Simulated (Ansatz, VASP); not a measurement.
## One calculation of Ge, two programs

```
Ge
1.0
    -3.52171    3.52171    3.46966
     3.52171   -3.52171    3.46966
     3.52171    3.52171   -3.46966
Ge
8
Direct
  0.50000 0.00000 0.79584
  0.79584 0.50000 0.00000
  0.00000 0.79584 0.50000
  0.70416 0.70416 0.70416
  0.50000 0.00000 0.20416
  0.20416 0.50000 0.00000
  0.00000 0.20416 0.50000
  0.29584 0.29584 0.29584
```

Change from the starting cell: strain +0.015 along x and y, +0.000 along z, atoms carried along.

Alike in both runs: task single point; functional PBEsol; k mesh 8 × 8 × 8; occupations gaussian, width 0.15 eV; no spin polarisation.

|  | VASP | Ansatz |
| --- | --- | --- |
| version | VASP 6.6.1 | Ansatz 0.2.0 |
| potentials or method | VASP PAW PBE potentials, release 64 (Ge_d), cutoff 520 eV | scalar-relativistic, plane waves, PAW |
| valence electrons in the cell | 112 | 112 |

```tsv
	VASP	Ansatz	Ansatz less VASP
gap on the k mesh at the Fermi level (eV)	none	none	-
pressure (GPa)	-2.0	-2.0	+0.06
traceless stress, the component that is largest in VASP (GPa)	0.98	0.98	0.000
rms of the force components (eV/Å)	0.063	0.062	-0.0007
```

VASP's potentials were made for PBE, not for PBEsol. Atom by atom the forces differ by 0.001 eV/Å (rms over components). A gap of «none» marks a metal or a gap that the smearing closes. The functional is the same, so the differences come from potentials, cutoffs and numerics.
